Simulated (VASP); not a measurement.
# C (R-3m) in VASP: further runs

The runs below take C through single point, with PBEsol+D3(BJ).

Everything below comes from runs of VASP 6.6.1. Logs are shortened: lines on timing, memory, paths and dates and some standing lists are left out, and cuts for length are marked.

## (1) The cell of the first run

It takes space group R-3m (No. 166, trigonal). The conventional cell has a = 2.381 Å, b = 2.381 Å, c = 23.990 Å, α = 90.00°, β = 90.00°, γ = 120.00°. Within 1.8 Å of C (site symmetry 3m) lie 3 C at 1.37 Å. Within 1.8 Å of C (site symmetry 3m) lie 3 C at 1.37 Å.

## (2) Single point, PBEsol+D3(BJ)

INCAR

```
ALGO = Normal
EDIFF = 1E-6
ENCUT = 520
GGA = PS
ISIF = 2
ISMEAR = -1
IVDW = 12
LASPH = True
LCHARG = False
LREAL = False
LWAVE = False
NBANDS = 16
NELM = 80
PREC = Accurate
SIGMA = 0.1
```

KPOINTS

```
k-points
0
Gamma
  11 11 11
```

POSCAR

```
C
1.0
    1.1906299232      0.6874100975      7.9967768593
   -1.1906299232      0.6874100975      7.9967768593
    0.0000000000     -1.3748211606      7.9967768593
C
4
Direct
    0.9128270000      0.9128270000      0.9128270000
    0.2461500000      0.2461500000      0.2461500000
    0.7538500000      0.7538500000      0.7538500000
    0.0871730000      0.0871730000      0.0871730000
```

Potentials or basis: VASP PAW PBE potentials, release 64 (C).

Command:

```console
cat potpaw_PBE.64/C/POTCAR > POTCAR
mpirun -np 1 vasp_std > vasp.out
```

OUTCAR:

```text
EDIFF = 1E-6
   ENCUT = 520
   GGA = PS
   ISIF = 2
   ISMEAR = -1
   IVDW = 12
   LASPH = True
   LREAL = False
   NELM = 80
   PREC = Accurate
 IVDW          = 12

 ion  position               nearest neighbor table
   1  0.913  0.913  0.913-   2 1.37   2 1.37   2 1.37
   2  0.246  0.246  0.246-   1 1.37   1 1.37   1 1.37
   3  0.754  0.754  0.754-   4 1.37   4 1.37   4 1.37
   4  0.087  0.087  0.087-   3 1.37   3 1.37   3 1.37

  LATTYP: Found a trigonal (rhomboedric) cell.
 ALAT       =     8.1140971398
 COS(alpha) =     0.9569371096

  Lattice vectors:

 A1 = (   1.1906299232,   0.6874100975,   7.9967768593)
 A2 = (  -1.1906299232,   0.6874100975,   7.9967768593)
 A3 = (   0.0000000000,  -1.3748211606,   7.9967768593)

Analysis of symmetry for initial positions (statically):
=====================================================================
 Subroutine PRICEL returns:
 Original cell was already a primitive cell.

 Routine SETGRP: Setting up the symmetry group for a
 trigonal (rhombohedral) supercell.

 Subroutine GETGRP returns: Found 12 space group operations
 (whereof 12 operations were pure point group operations)
 out of a pool of 12 trial point group operations.

The static configuration has the point symmetry D_3d.

Analysis of symmetry for dynamics (positions and initial velocities):
=====================================================================
 Subroutine PRICEL returns:
 Original cell was already a primitive cell.

 Routine SETGRP: Setting up the symmetry group for a
 trigonal (rhombohedral) supercell.

 Subroutine GETGRP returns: Found 12 space group operations
 (whereof 12 operations were pure point group operations)
 out of a pool of 12 trial point group operations.

The dynamic configuration has the point symmetry D_3d.

 Subroutine INISYM returns: Found 12 space group operations
 (whereof 12 operations are pure point group operations),
 and found     1 'primitive' translations

----------------------------------------------------------------------------------------

                                     Primitive cell

  volume of cell :      39.2698

  direct lattice vectors                    reciprocal lattice vectors
     1.190629923  0.687410098  7.996776859     0.419945770  0.242455834  0.041683470
    -1.190629923  0.687410098  7.996776859    -0.419945770  0.242455834  0.041683470
[... 90 lines left out ...]
   LREAL  =      F    real-space projection
   EDIFFG = 0.1E-04   stopping-criterion for IOM
   NSW    =      0    number of steps for IOM
   IBRION =     -1    ionic relax: 0-MD 1-quasi-New 2-CG
   NFREE  =      0    steps in history (QN), initial steepest desc. (CG)
   ISIF   =      2    stress and relaxation
   ISYM   =      2    0-nonsym 1-usesym 2-fastsym
   POTIM  = 0.5000    time-step for ionic-motion
   TEBEG  =    0.0;   TEEND  =   0.0 temperature during run
   PSTRESS=    0.0 pullay stress
   NELECT =      16.0000    total number of electrons
   NUPDOWN=      -1.0000    fix difference up-down
   EMIN   =  10.00;   EMAX   =-10.00  energy-range for DOS
   EFERMI =   0.00;   METHOD = LEGACY
   ISMEAR =    -1;   SIGMA  =   0.10  broadening in eV -4-tet -1-fermi 0-gaus
   EFERMI_NEDOS =   21; number of points for ismear=-14 and -15
   IALGO  =     38    algorithm
   IMIX   =      4    mixing-type and parameters
     AMIX     =   0.40;   BMIX     =  1.00
     AMIX_MAG =   1.60;   BMIX_MAG =  1.00
  volume/ion in A,a.u.               =       9.82        66.25
  Fermi-wavevector in a.u.,A,eV,Ry     =   1.213655  2.293475 20.040804  1.472958
  Thomas-Fermi vector in A             =   2.349100
   LORBIT       =      0    0 simple, 1 ext, 2 COOP (PROOUT), +10 PAW based schemes
   GGA     = PS    functional components
   LHFCALC =     F    Hartree Fock is set to
   AEXX    =    0.0000 exact exchange contribution
   IVDW    =    12    specifies the selected vdW correction
   LEPSILON=     F    determine dielectric tensor
   LRPA    =     F    only Hartree local field effects (RPA)
 non-spin polarized calculation
  energy-cutoff  :      520.00
  volume of cell :       39.27
 maximum number of plane-waves:      1097
   NGX = 31   NGY = 31   NGZ = 31

 number of electron      16.0000000 magnetization

 Free energy of the ion-electron system (eV)
  ---------------------------------------------------
  ext. energy  EPLUGINS =         0.00000000
  ---------------------------------------------------
  free energy    TOTEN  =       -38.25722564 eV

  energy without entropy =      -38.25702261  energy(sigma->0) =      -38.25712413

 E-fermi :   3.7590     XC(G=0):  -9.4619

 val. band max:        3.1215129027   @ k =  -0.1818   0.4545   0.0909
 cond. band min:       4.4209965237   @ k =  -0.3636   0.3636   0.0000
 fundamental gap:      1.2994836210
 Fermi energy:         3.7590062329

 k-point     1 :       0.0000    0.0000    0.0000
  band No.  band energies     occupation
      1     -16.5869      2.00000
      2     -16.5164      2.00000
      3      -4.9554      2.00000
      4      -4.2261      2.00000
      5       0.8380      2.00000
      6       0.8380      2.00000
[... 433 lines left out ...]
      3      -4.6360      2.00000
      4      -4.6239      2.00000
      5      -3.4490      2.00000
      6      -3.4396      2.00000
[... 8 lines left out ...]
     15      17.0940      0.00000
     16      17.1775      0.00000

 [... further k-points ...]

------------------------ aborting loop because EDIFF is reached ----------------------------------------

 Edisp (eV)   -0.35350

 E8    (eV) :    -0.1706

  FORCE on cell =-STRESS in cart. coord.  units (eV):
  Direction    XX          YY          ZZ          XY          YZ          ZX
  --------------------------------------------------------------------------------------
  -------------------------------------------------------------------------------------
  Total      10.13411    10.13411    -0.42405     0.00000     0.00000    -0.00000
  in kB     413.46350   413.46340   -17.30072     0.00000     0.00000    -0.00000
  external pressure =      269.88 kB  Pullay stress =        0.00 kB

 VOLUME and BASIS-vectors are now :
 -----------------------------------------------------------------------------
  energy-cutoff  :      520.00
  volume of cell :       39.27
      direct lattice vectors                 reciprocal lattice vectors
     1.190629923  0.687410098  7.996776859     0.419945770  0.242455834  0.041683470
    -1.190629923  0.687410098  7.996776859    -0.419945770  0.242455834  0.041683470
     0.000000000 -1.374821161  7.996776859     0.000000000 -0.484911668  0.041683441

 POSITION                                       TOTAL-FORCE (eV/Angst)
 -----------------------------------------------------------------------------------
      0.00000     -0.00000     21.89902         0.000000     -0.000000      0.003120
      0.00000     -0.00000      5.90522         0.000000     -0.000000      0.010808
      0.00000     -0.00000     18.08511         0.000000      0.000000     -0.010808
      0.00000     -0.00000      2.09131         0.000000      0.000000     -0.003120
 -----------------------------------------------------------------------------------
    total drift:                               -0.000000     -0.000000      0.000000

  FREE ENERGIE OF THE ION-ELECTRON SYSTEM (eV)
  ---------------------------------------------------
  free  energy   TOTEN  =       -38.6107277217 eV

  energy  without entropy=      -38.6105246988  energy(sigma->0) =      -38.61062621
```

stdout:

```text
POSCAR found type information on POSCAR C
 POSCAR found :  1 types and       4 ions
 scaLAPACK will be used
 -----------------------------------------------------------------------------
|                                                                             |
|                                                                             |
|     You enforced a specific xc type in the INCAR file but a different       |
|     I HOPE YOU KNOW WHAT YOU ARE DOING!                                     |
|                                                                             |
 -----------------------------------------------------------------------------

 LDA part: xc-table for (Slater+PW92), standard interpolation
 POSCAR, INCAR and KPOINTS ok, starting setup
 FFT: planning ... GRIDC
 FFT: planning ... GRID_SOFT
 FFT: planning ... GRID
 WAVECAR not read
 entering main loop
```

Run time: 9 min. Hardware: 1 thread of Intel Xeon Platinum 8259CL at 2.50GHz (Skylake/Cascade Lake), shared host; peak memory 0.5 GiB.

What came out:

```
Free energy                : -38.6107 eV
Pressure                   : 27.0 GPa
Largest force              : 0.011 eV/Å
Dispersion energy per atom : -0.088 eV
```

Forces in eV/Å, atoms in the order of the input:
```
C    0.000  0.000  0.003
C    0.000  0.000  0.011
C    0.000  0.000 -0.011
C    0.000  0.000 -0.003
```

Caveat: the cell stands under pressure; the PAW data sets were made with another functional, which shifts forces and pressure a little.

(Continued in part 2 of 2.)
